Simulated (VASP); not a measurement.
# SnSe2 (P-3m1) in VASP: notebook, part 2 of 2

VASP 6.6.1. Earlier steps stand in the parts before.

**3. Relaxation of cell and atoms, r2SCAN, target pressure 30 GPa, at which the enthalpy is minimised**

This run uses another cell than the first one, of 19.58 Å³/atom.

POSCAR

```
SnSe2
1.0
    3.5737034521      0.0000000000      0.0000000000
   -1.7868517260      3.0949179751      0.0000000000
    0.0000000000      0.0000000000      5.3108232316
Sn Se
1 2
Direct
    0.0000000000      0.0000000000      0.0000000000
    0.6666666667      0.3333333333      0.7134042169
    0.3333333333      0.6666666667      0.2865957831
```

INCAR.step1

```
SYSTEM = SnSe2
PREC = Accurate ; ENCUT = 600
ISMEAR = 0 ; SIGMA = 0.1
LREAL = .False. ; LASPH = .True.
NELM = 60 ; GGA = PE
ALGO = Normal ; EDIFF = 1E-4
LWAVE = .True. ; LCHARG = .False.
```

INCAR.step2

```
SYSTEM = SnSe2
PREC = Accurate ; ENCUT = 600
EDIFF = 1E-6 ; ISMEAR = 0
SIGMA = 0.1 ; LREAL = .False.
LASPH = .True. ; NELM = 60
ALGO = Normal ; ISIF = 3
LWAVE = .False. ; LCHARG = .False.
METAGGA = R2SCAN ; LMIXTAU = .True.
IBRION = 2 ; NSW = 70
EDIFFG = -0.008 ; PSTRESS = 300.0
ISTART = 1
```

KPOINTS

```
regular mesh
0
Gamma
  12 12 8
  0 0 0
```

Potentials or basis: VASP PAW PBE potentials, release 64 (Sn_d, Se).

On the command line:

```console
cat potpaw_PBE.64/Sn_d/POTCAR potpaw_PBE.64/Se/POTCAR > POTCAR
cp INCAR.step1 INCAR
mpirun -np 1 vasp_std > vasp.out
cp INCAR.step2 INCAR
mpirun -np 1 vasp_std > vasp.out
```

OUTCAR:

```text
SYSTEM = SnSe2
   PREC = Accurate
   ENCUT = 600
   EDIFF = 1E-6
   ISMEAR = 0
   LREAL = .False.
   LASPH = .True.
   NELM = 60
   ISIF = 3
   METAGGA = R2SCAN
   IBRION = 2
   NSW = 70
   EDIFFG = -0.008
   PSTRESS = 300.0
   ISTART = 1

 ion  position               nearest neighbor table
   1  0.000  0.000  0.000-   2 2.56   3 2.56   3 2.56   2 2.56   2 2.56   3 2.56
   2  0.667  0.333  0.713-   1 2.56   1 2.56   1 2.56
   3  0.333  0.667  0.287-   1 2.56   1 2.56   1 2.56

  LATTYP: Found a hexagonal cell.
 ALAT       =     3.5737034521
 C/A-ratio  =     1.4860839190

  Lattice vectors:

 A1 = (   3.5737034521,   0.0000000000,   0.0000000000)
 A2 = (  -1.7868517260,   3.0949179751,   0.0000000000)
 A3 = (   0.0000000000,   0.0000000000,   5.3108232316)

Analysis of symmetry for initial positions (statically):
=====================================================================
 Subroutine PRICEL returns:
 Original cell was already a primitive cell.

 Routine SETGRP: Setting up the symmetry group for a
 hexagonal supercell.

[... 179 lines left out ...]
  in kB      278.6532757    278.6532757    288.1251375      0.0000000      0.0000000      0.0000000
  external PRESSURE =     -18.1894371 kB  Pullay stress =     300.0000000 kB
[... 100 lines left out ...]
  energy  without entropy=      -53.0127882767  energy(sigma->0) =      -53.01321103

  enthalpy is  TOTEN    =       -42.4256225437 eV   P V=       10.5880112449

[... ionic steps 4 to 9 ...]

--------------------------------------- Ionic step       10  -------------------------------------------

 number of electron      26.0000001 magnetization

------------------------ aborting loop because EDIFF is reached ----------------------------------------
[... 73 lines left out ...]
--------------------------------------- Ionic step       12  -------------------------------------------

 number of electron      26.0000001 magnetization

 Free energy of the ion-electron system (eV)
  ---------------------------------------------------
  ext. energy  EPLUGINS =         0.00000000
  ---------------------------------------------------
  free energy    TOTEN  =       -53.13068038 eV

  energy without entropy =      -53.12910726  energy(sigma->0) =      -53.12989382

 E-fermi :   8.6146     XC(G=0): -11.7543

 val. band max:        8.5300305248   @ k =   0.0000   0.0000   0.0000
 cond. band min:       8.6328236511   @ k =   0.1667  -0.0000   0.0000
 fundamental gap:      0.1027931263
 Fermi energy:         8.6145725240

 k-point     1 :       0.0000    0.0000    0.0000
  band No.  band energies     occupation
      1     -14.3709      2.00000
      2     -14.3709      2.00000
      3     -14.2839      2.00000
      4     -14.2552      2.00000
      5     -14.2552      2.00000
      6      -8.7083      2.00000
[... 457 lines left out ...]
      4     -14.2618      2.00000
      5     -14.2507      2.00000
      6      -8.2553      2.00000
[... 9 lines left out ...]
     16      13.9341      0.00000
     17      14.2277      0.00000

 [... further k-points ...]

------------------------ aborting loop because EDIFF is reached ----------------------------------------

  FORCE on cell =-STRESS in cart. coord.  units (eV):
  Direction    XX          YY          ZZ          XY          YZ          ZX
  --------------------------------------------------------------------------------------
  -------------------------------------------------------------------------------------
  Total       10.7083019     10.7083019     10.6917506      0.0000000      0.0000000      0.0000000
  in kB      300.6009933    300.6009933    300.1363672      0.0000000      0.0000000      0.0000000
  external PRESSURE =       0.4461179 kB  Pullay stress =     300.0000000 kB
[... 22 lines left out ...]
  energy  without entropy=      -53.1291072598  energy(sigma->0) =      -53.12989382

  enthalpy is  TOTEN    =       -42.4437876206 eV   P V=       10.6868927636

 reached required accuracy - stopping structural energy minimisation
```

OSZICAR.step1:

```text
N       E                     dE             d eps       ncg     rms          rms(c)
DAV:   1     0.213539341755E+03    0.21354E+03   -0.13977E+04  4525   0.211E+03
DAV:   2     0.110153623820E+02   -0.20252E+03   -0.19857E+03  4881   0.456E+02
DAV:   3    -0.100658155457E+02   -0.21081E+02   -0.20377E+02  5539   0.125E+02
DAV:   4    -0.107223352055E+02   -0.65652E+00   -0.65348E+00  5461   0.222E+01
DAV:   5    -0.107359547125E+02   -0.13620E-01   -0.13616E-01  6688   0.329E+00    0.714E+00
DAV:   6    -0.105131551578E+02    0.22280E+00   -0.42503E-01  6657   0.825E+00    0.453E+00
DAV:   7    -0.104801863465E+02    0.32969E-01   -0.19861E-01  5893   0.354E+00    0.954E-01
DAV:   8    -0.104791282777E+02    0.10581E-02   -0.16346E-02  5411   0.157E+00    0.311E-01
DAV:   9    -0.104792907460E+02   -0.16247E-03   -0.19416E-03  5047   0.302E-01    0.805E-02
DAV:  10    -0.104792849229E+02    0.58231E-05   -0.13354E-04  4406   0.121E-01
   1 F= -.10479285E+02 E0= -.10478425E+02  d E =-.172003E-02
```

Run time: 61 min. Hardware: 1 thread of Oxide Virtual Turin-like, shared host; peak memory 0.3 GiB.

What came out:

| Item | Value |
| --- | --- |
| Free energy | -53.1307 eV |
| Relaxed volume | 19.02 Å³/atom |
| Relaxed cell | a = 3.559 Å, b = 3.559 Å, c = 5.202 Å, α = 90.00°, β = 90.00°, γ = 120.00° |
| Space group after relaxing (to 0.1 Å) | P-3m1 (No. 164) |
| Energy change on relaxing (the run minimises the enthalpy) | +81.1 meV/atom |
| Ionic steps | 12 |
| Pressure after relaxing | 30.0 GPa |
| Band gap on the k mesh | zero (bands 13 and 14 overlap by 0.94 eV) |

Step by step:
| step | energy change (eV) | largest force (eV/Å) | pressure (GPa) | volume (Å³) |
| --- | --- | --- | --- | --- |
| 1 | 0.0000 | 0.8057 | 28.18 | 58.74 |
| 2 | 0.3008 | 0.4976 | 32.19 | 56.87 |
| 3 | 0.3603 | 0.4329 | 32.95 | 56.55 |
| 4 | 0.1891 | 0.2974 | 28.05 | 57.43 |
| 5 | 0.2540 | 0.0079 | 30.08 | 57.04 |
| 6 | 0.2393 | 0.0060 | 29.95 | 57.11 |
| 7 | 0.2154 | 0.0332 | 29.70 | 57.23 |
| 8 | 0.2108 | 0.0397 | 29.64 | 57.25 |
| 9 | 0.2663 | 0.0671 | 30.61 | 56.95 |
| 10 | 0.2377 | 0.0531 | 30.11 | 57.11 |
| 11 | 0.2416 | 0.0158 | 30.08 | 57.08 |
| 12 | 0.2433 | 0.0013 | 30.04 | 57.07 |

Final structure:
```xyz
3
Lattice="3.5594 0.0000 0.0000 -1.7797 3.0825 0.0000 0.0000 0.0000 5.2019" Properties=species:S:1:pos:R:3 pbc="T T T"
Sn    0.0000    0.0000    0.0000
Se    1.7797    1.0275    3.6398
Se    0.0000    2.0550    1.5621
```

Caveat: the cell is relaxed towards a set pressure, so the run minimises the enthalpy, not the energy; the PAW data sets were made with another functional, which shifts forces and pressure a little; spin-orbit coupling is left out, which moves the levels of the heavy elements.

The gap in the log of VASP goes by the Fermi energy; the results here count the filled bands.